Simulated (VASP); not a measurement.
# Be2C (Fm-3m) in VASP: a series of runs, part 2 of 2

VASP 6.6.1.

## Step 3: Single point, r2SCAN (volume changed by +3%)

Input file POSCAR:

```
Be2C
1.0
    0.0000000000      2.1818779865      2.1818779865
    2.1818779865      0.0000000000      2.1818779865
    2.1818779865      2.1818779865      0.0000000000
C Be
1 2
Direct
    0.0000000000      0.0000000000      0.0000000000
    0.2500000000      0.2500000000      0.2500000000
    0.7500000000      0.7500000000      0.7500000000
```

Input file INCAR.step1:

```
SYSTEM = Be2C
PREC     = Accurate       ! precision mode
ENCUT    = 660            ! plane-wave cutoff, eV
ISMEAR   = 0              ! smearing method
SIGMA    = 0.01           ! smearing width, eV
LREAL    = .FALSE.        ! projectors in reciprocal space
LASPH    = .TRUE.         ! aspherical terms in the spheres
NELM     = 120            ! most SCF steps
NBANDS   = 11             ! bands
GGA      = PE             ! functional
ALGO     = Normal         ! electronic algorithm
EDIFF    = 1E-5           ! SCF threshold, eV
LWAVE    = .TRUE.         ! write WAVECAR
LCHARG   = .FALSE.        ! write CHGCAR
GGA_COMPAT= .FALSE.
```

Input file INCAR.step2:

```
SYSTEM = Be2C
PREC     = Accurate       ! precision mode
ENCUT    = 660            ! plane-wave cutoff, eV
EDIFF    = 1E-6           ! SCF threshold, eV
ISMEAR   = 0              ! smearing method
SIGMA    = 0.01           ! smearing width, eV
LREAL    = .FALSE.        ! projectors in reciprocal space
LASPH    = .TRUE.         ! aspherical terms in the spheres
NELM     = 120            ! most SCF steps
ALGO     = Normal         ! electronic algorithm
ISIF     = 2              ! what is computed and relaxed
LWAVE    = .FALSE.        ! write WAVECAR
LCHARG   = .FALSE.        ! write CHGCAR
METAGGA  = R2SCAN         ! meta-GGA
LMIXTAU  = .TRUE.       
NBANDS   = 11             ! bands
ISTART   = 1            
GGA_COMPAT= .FALSE.
```

Input file KPOINTS:

```
regular mesh
0
G
  8 8 8
  0 0 0
```

Potentials or basis: VASP PAW PBE potentials, release 64 (C, Be).

The run is started by

```sh
$ cat potpaw_PBE.64/C/POTCAR potpaw_PBE.64/Be/POTCAR > POTCAR
$ cp INCAR.step1 INCAR
$ mpirun -np 1 vasp_std > vasp.out
$ cp INCAR.step2 INCAR
$ mpirun -np 1 vasp_std > vasp.out
```

OUTCAR:

```text
SYSTEM = Be2C
   PREC = Accurate
   ENCUT = 660
   EDIFF = 1E-6
   ISMEAR = 0
   LREAL = .FALSE.
   LASPH = .TRUE.
   NELM = 120
   ISIF = 2
   METAGGA = R2SCAN
   ISTART = 1

 ion  position               nearest neighbor table
   1  0.000  0.000  0.000-   3 1.89   3 1.89   3 1.89   2 1.89   3 1.89   2 1.89   2 1.89   2 1.89

   2  0.250  0.250  0.250-   1 1.89   1 1.89   1 1.89   1 1.89   3 2.18   3 2.18   3 2.18   3 2.18
                             3 2.18   3 2.18
   3  0.750  0.750  0.750-   1 1.89   1 1.89   1 1.89   1 1.89   2 2.18   2 2.18   2 2.18   2 2.18
                             2 2.18   2 2.18

  LATTYP: Found a face centered cubic cell.
 ALAT       =     4.3637559730

  Lattice vectors:

 A1 = (   0.0000000000,   2.1818779865,   2.1818779865)
 A2 = (   2.1818779865,   0.0000000000,   2.1818779865)
 A3 = (   2.1818779865,   2.1818779865,   0.0000000000)

Analysis of symmetry for initial positions (statically):
=====================================================================
 Subroutine PRICEL returns:
 Original cell was already a primitive cell.

 Routine SETGRP: Setting up the symmetry group for a
 face centered cubic supercell.

 Subroutine GETGRP returns: Found 48 space group operations
 (whereof 48 operations were pure point group operations)
 out of a pool of 48 trial point group operations.

The static configuration has the point symmetry O_h .

Analysis of symmetry for dynamics (positions and initial velocities):
=====================================================================
 Subroutine PRICEL returns:
 Original cell was already a primitive cell.

 Routine SETGRP: Setting up the symmetry group for a
 face centered cubic supercell.

 Subroutine GETGRP returns: Found 48 space group operations
 (whereof 48 operations were pure point group operations)
 out of a pool of 48 trial point group operations.

The dynamic configuration has the point symmetry O_h .
[... 123 lines left out ...]
  Fermi-wavevector in a.u.,A,eV,Ry     =   1.191053  2.250764 19.301319  1.418607
  Thomas-Fermi vector in A             =   2.327123
   LORBIT       =      0    0 simple, 1 ext, 2 COOP (PROOUT), +10 PAW based schemes
   METAGGA = R2SCAN    functional components
   LHFCALC =     F    Hartree Fock is set to
   AEXX    =    0.0000 exact exchange contribution
   IVDW    =     0    specifies the selected vdW correction
   LEPSILON=     F    determine dielectric tensor
   LRPA    =     F    only Hartree local field effects (RPA)
 non-spin polarized calculation
 Gauss-broadening in eV      SIGMA  =   0.01
  energy-cutoff  :      660.00
  volume of cell :       20.77
 maximum number of plane-waves:       821
 NGX is ok and might be reduce to    28
   NGX = 13   NGY = 13   NGZ = 13

 number of electron       8.0000000 magnetization

 Free energy of the ion-electron system (eV)
  ---------------------------------------------------
  ext. energy  EPLUGINS =         0.00000000
  ---------------------------------------------------
  free energy    TOTEN  =       -19.46814732 eV

  energy without entropy =      -19.46814732  energy(sigma->0) =      -19.46814732

 E-fermi :   7.6084     XC(G=0): -11.9227

 val. band max:        7.4873228897   @ k =   0.0000   0.0000   0.0000
 cond. band min:       8.9991063263   @ k =   0.5000   0.5000   0.0000
 fundamental gap:      1.5117834366
 Fermi energy:         7.6084132348

 k-point     1 :       0.0000    0.0000    0.0000
  band No.  band energies     occupation
      1      -8.2687      2.00000
      2       7.4873      2.00000
      3       7.4873      2.00000
      4       7.4873      2.00000
      5      12.0562      0.00000
      6      12.0562      0.00000
      7      12.0562      0.00000
      8      14.6050      0.00000
      9      21.6762      0.00000
     10      21.6762      0.00000
     11      21.6762      0.00000
[... 309 lines left out ...]
 k-point    24 :      -0.3750    0.2500    0.1250
  band No.  band energies     occupation
      1      -4.9051      2.00000
      2      -0.7217      2.00000
      3       3.2446      2.00000
      4       4.0540      2.00000
      5      13.1059      0.00000
      6      14.5139      0.00000
      7      17.8320      0.00000
      8      18.8062      0.00000
      9      20.2755      0.00000
     10      22.0834      0.00000
     11      25.9517      0.00000

 [... further k-points ...]
[... 5 lines left out ...]
  --------------------------------------------------------------------------------------
  -------------------------------------------------------------------------------------
  Total       -0.6520956     -0.6520956     -0.6520956     -0.0000000     -0.0000000     -0.0000000
  in kB      -50.2921836    -50.2921836    -50.2921836     -0.0000000     -0.0000000     -0.0000000
  external PRESSURE =     -50.2921836 kB  Pullay stress =       0.0000000 kB

 VOLUME and BASIS-vectors are now :
 -----------------------------------------------------------------------------
  energy-cutoff  :      660.00
  volume of cell :       20.77
      direct lattice vectors                 reciprocal lattice vectors
     0.000000000  2.181877986  2.181877986    -0.229160385  0.229160385  0.229160385
     2.181877986  0.000000000  2.181877986     0.229160385 -0.229160385  0.229160385
     2.181877986  2.181877986  0.000000000     0.229160385  0.229160385 -0.229160385

 POSITION                                       TOTAL-FORCE (eV/Angst)
 -----------------------------------------------------------------------------------
      0.00000      0.00000      0.00000        -0.000000     -0.000000     -0.000000
      1.09094      1.09094      1.09094        -0.000000     -0.000000     -0.000000
      3.27282      3.27282      3.27282         0.000000      0.000000      0.000000
 -----------------------------------------------------------------------------------
    total drift:                               -0.000000     -0.000000      0.000000

  FREE ENERGIE OF THE ION-ELECTRON SYSTEM (eV)
  ---------------------------------------------------
  free  energy   TOTEN  =       -19.4681473184 eV

  energy  without entropy=      -19.4681473184  energy(sigma->0) =      -19.46814732
```

OSZICAR.step1:

```text
N       E                     dE             d eps       ncg     rms          rms(c)
DAV:   1     0.724646403750E+01    0.72465E+01   -0.44444E+03   638   0.802E+02
DAV:   2    -0.176116678584E+02   -0.24858E+02   -0.23308E+02   833   0.141E+02
DAV:   3    -0.185256390522E+02   -0.91397E+00   -0.91047E+00   860   0.202E+01
DAV:   4    -0.185299906128E+02   -0.43516E-02   -0.43502E-02   759   0.162E+00
DAV:   5    -0.185300167299E+02   -0.26117E-04   -0.26117E-04   814   0.111E-01    0.526E+00
DAV:   6    -0.175080873213E+02    0.10219E+01   -0.31132E+00   668   0.831E+00    0.205E+00
DAV:   7    -0.174608013938E+02    0.47286E-01   -0.17603E-01   772   0.297E+00    0.124E+00
DAV:   8    -0.174521113173E+02    0.86901E-02   -0.11076E-02   689   0.122E+00    0.216E-01
DAV:   9    -0.174519111234E+02    0.20019E-03   -0.28683E-04   786   0.109E-01    0.125E-01
DAV:  10    -0.174519108703E+02    0.25311E-06   -0.18058E-04   762   0.900E-02    0.125E-02
DAV:  11    -0.174519103683E+02    0.50198E-06   -0.23824E-05   634   0.257E-02
   1 F= -.17451910E+02 E0= -.17451910E+02  d E =-.404954E-79
```

It took 36 s on 1 thread of Intel Xeon 6975P-C (Granite Rapids), shared host; peak memory 0.16 GiB.

What came out:

* Free energy: -19.4681 eV
* Pressure: -5.0 GPa
* Band gap on the k mesh: 1.51 eV, indirect (least direct gap 4.57 eV)

Caveat: the PAW data sets were made with another functional, which shifts forces and pressure a little. A k mesh can miss the band edges.

## Step 4: Single point, r2SCAN (volume changed by +6%)

Input file POSCAR:

```
Be2C
1.0
    0.0000000000      2.2028588696      2.2028588696
    2.2028588696      0.0000000000      2.2028588696
    2.2028588696      2.2028588696      0.0000000000
C Be
1 2
Direct
    0.0000000000      0.0000000000      0.0000000000
    0.2500000000      0.2500000000      0.2500000000
    0.7500000000      0.7500000000      0.7500000000
```

Input file INCAR.step1:

```
SYSTEM = Be2C
  PREC = Accurate
  ENCUT = 660
  ISMEAR = 0
  SIGMA = 0.01
  LREAL = .FALSE.
  LASPH = .TRUE.
  NELM = 120
  NBANDS = 11
  GGA = PE
  ALGO = Normal
  EDIFF = 1E-5
  LWAVE = .TRUE.
  LCHARG = .FALSE.
  GGA_COMPAT = .FALSE.
```

Input file INCAR.step2:

```
SYSTEM = Be2C
  PREC = Accurate
  ENCUT = 660
  EDIFF = 1E-6
  ISMEAR = 0
  SIGMA = 0.01
  LREAL = .FALSE.
  LASPH = .TRUE.
  NELM = 120
  ALGO = Normal
  ISIF = 2
  LWAVE = .FALSE.
  LCHARG = .FALSE.
  METAGGA = R2SCAN
  LMIXTAU = .TRUE.
  NBANDS = 11
  ISTART = 1
  GGA_COMPAT = .FALSE.
```

KPOINTS is that of step 3.

The run is started by

```sh
$ cat potpaw_PBE.64/C/POTCAR potpaw_PBE.64/Be/POTCAR > POTCAR
$ cp INCAR.step1 INCAR
$ mpirun -np 1 vasp_std > vasp.out
$ cp INCAR.step2 INCAR
$ mpirun -np 1 vasp_std > vasp.out
```

Wall time 41 s (1 thread of Intel Xeon 6975P-C (Granite Rapids), shared host); peak memory 0.15 GiB.

It converged, with:

```
Free energy            : -19.4401 eV
Pressure               : -10.1 GPa
Band gap on the k mesh : 1.50 eV, indirect (least direct gap 4.51 eV)
```

Levels at points of the mesh, in eV from the valence-band top:
| k point | band 1 | band 2 | band 3 | band 4 | band 5 | band 6 | band 7 | band 8 |
| --- | --- | --- | --- | --- | --- | --- | --- | --- |
| (0.00, 0.00, 0.00) | -15.54 | 0.00 | 0.00 | 0.00 | 4.51 | 4.51 | 4.51 | 6.79 |
| (0.50, 0.00, 0.00) | -12.72 | -8.74 | -1.82 | -1.82 | 5.43 | 5.43 | 6.99 | 10.44 |
| (0.50, 0.50, 0.00) | -11.91 | -6.93 | -4.69 | -4.69 | 1.50 | 5.81 | 13.81 | 13.81 |

Caveat: the PAW data sets were made with another functional, which shifts forces and pressure a little.

## Step 5: Single point, r2SCAN

Input file POSCAR:

```
Be2C
1.0
    0.0000000000      2.1604856482      2.1604856482
    2.1604856482      0.0000000000      2.1604856482
    2.1604856482      2.1604856482      0.0000000000
C Be
1 2
Direct
    0.0000000000      0.0000000000      0.0000000000
    0.2500000000      0.2500000000      0.2500000000
    0.7500000000      0.7500000000      0.7500000000
```

Input file INCAR.step1:

```
PREC = Accurate
ENCUT = 660
ISMEAR = 0
SIGMA = 0.01
LREAL = False
LASPH = True
NELM = 120
NBANDS = 11
GGA = PE
ALGO = Normal
EDIFF = 1E-5
LWAVE = True
LCHARG = False
GGA_COMPAT = False
```

Input file INCAR.step2:

```
PREC = Accurate
ENCUT = 660
EDIFF = 1E-6
ISMEAR = 0
SIGMA = 0.01
LREAL = False
LASPH = True
NELM = 120
ALGO = Normal
ISIF = 2
LWAVE = False
LCHARG = True
METAGGA = R2SCAN
LMIXTAU = True
LELF = True
LVHAR = True
NBANDS = 11
ISTART = 1
GGA_COMPAT = False
```

Input file KPOINTS:

```
regular mesh
0
Gamma
  10 10 10
```

The run is started by

```sh
$ cat potpaw_PBE.64/C/POTCAR potpaw_PBE.64/Be/POTCAR > POTCAR
$ cp INCAR.step1 INCAR
$ mpirun -np 1 vasp_std > vasp.out
$ cp INCAR.step2 INCAR
$ mpirun -np 1 vasp_std > vasp.out
```

Run time: 61 s. Hardware: 1 thread of Intel Xeon 6975P-C (Granite Rapids), shared host; peak memory 0.15 GiB.

It converged, with:

```
Free energy            : -19.4759 eV
Pressure               : 0.8 GPa
Band gap on the k mesh : 1.53 eV, indirect (least direct gap 4.63 eV)
```

Levels at points of the mesh, in eV from the valence-band top:
```
           k point  band 1  band 2  band 3  band 4  band 5  band 6  band 7  band 8
(0.00, 0.00, 0.00)  -15.98    0.00    0.00    0.00    4.63    4.63    4.63    7.46
(0.50, 0.00, 0.00)  -13.01   -9.11   -1.91   -1.91    5.54    5.54    7.62   10.83
(0.50, 0.50, 0.00)  -12.19   -7.15   -4.93   -4.93    1.53    6.21   14.46   14.46
```

Caveat: the PAW data sets were made with another functional, which shifts forces and pressure a little. r2SCAN opens gaps a little over a GGA but as a rule still falls short of measured ones.

## Step 6: Overview

| cell | k mesh | gap on the mesh (eV) | pressure (GPa) |
| --- | --- | --- | --- |
| a = 3.055 Å, angles 60.0°, 3 atoms | 8 × 8 × 8 | 1.53 | 0.8 |
| a = 3.086 Å, angles 60.0°, 3 atoms | 8 × 8 × 8 | 1.51 | -5.0 |
| a = 3.115 Å, angles 60.0°, 3 atoms | 8 × 8 × 8 | 1.50 | -10.1 |
| a = 3.055 Å, angles 60.0°, 3 atoms | 10 × 10 × 10 | 1.53 | 0.8 |

Alike in all rows: task single point; level r2SCAN; potentials or basis VASP PAW PBE potentials, release 64 (C, Be); no spin polarisation; cutoff (eV) 660; smearing gaussian 0.01 eV.

Caveats: the PAW data sets were made with another functional, which shifts forces and pressure a little.

Total energies depend on the potentials used, so only differences within one code and one set of settings carry meaning.
